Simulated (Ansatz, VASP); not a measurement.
# One calculation of RbBr, two programs

Contents of INCAR:

```
ALGO     = Normal         # electronic algorithm
EDIFF    = 1E-6           # SCF threshold, eV
ENCUT    = 520            # plane-wave cutoff, eV
GGA      = PS             # functional
ISIF     = 2              # what is computed and relaxed
ISMEAR   = 0              # smearing method
LASPH    = True           # aspherical terms in the spheres
LCHARG   = True           # write CHGCAR
LELF     = True           # ELF
LREAL    = False          # projectors in reciprocal space
LVHAR    = True         
LWAVE    = False          # write WAVECAR
NBANDS   = 15             # bands
NELM     = 60             # most SCF steps
PREC     = Accurate       # precision mode
SIGMA    = 0.05           # smearing width, eV
```

File KPOINTS:

```
k-points
0
Gamma
  6 6 6
```

File POSCAR:

```
RbBr
1.0
    4.1260773000      0.0000000000      0.0000000000
    0.0000000000      4.1260773000      0.0000000000
    0.0000000000      0.0000000000      4.1260773000
Rb Br
1 1
Direct
   -0.0257062603     -0.0257062603     -0.0727082840
    0.5000000000      0.5000000000      0.5000000000
```

Input for Ansatz:

```yaml
crystal:
  lattice:
    - [4.1260773, 0.0, 0.0]
    - [0.0, 4.1260773, 0.0]
    - [0.0, 0.0, 4.1260773]
  atoms:
    - { symbol: Rb, position: [-0.0257062603, -0.0257062603, -0.072708284] }
    - { symbol: Br, position: [0.5, 0.5, 0.5] }
basis:
  ecutwfc: 420
kpoints:
  mp_grid: { grid: [6, 6, 6] }
hamiltonian:
  xc: pbesol
scf:
  occupations: { method: gaussian, width: 0.05 }
output:
  forces: true
  stress: true
  eigenvalues: true
```

Alike in both runs: task single point; functional PBEsol; k mesh 6 × 6 × 6; occupations gaussian, width 0.05 eV; no spin polarisation.

|  | VASP | Ansatz |
| --- | --- | --- |
| version | VASP 6.6.1 | Ansatz 0.2.0 |
| potentials or method | VASP PAW PBE potentials, release 64 (Rb_sv, Br), cutoff 520 eV | scalar-relativistic, plane waves, PAW |
| valence electrons in the cell | 16 | 16 |

|  | VASP | Ansatz | Ansatz less VASP |
| --- | --- | --- | --- |
| gap on the k mesh at the Fermi level (eV) | 3.94 | 3.94 | +0.001 |
| least direct gap on the mesh (eV) | 4.08 | 4.08 | 0.000 |
| pressure (GPa) | 0.0 | 0.0 | -0.05 |
| traceless stress, the component that is largest in VASP (GPa) | 0.32 | 0.32 | -0.005 |
| rms of the force components (eV/Å) | 0.155 | 0.152 | -0.0029 |

VASP's potentials were made for PBE, not for PBEsol. Atom by atom the forces differ by 0.003 eV/Å (rms over components). With one functional, cell and mesh, what is left measures potentials, basis and numerics.
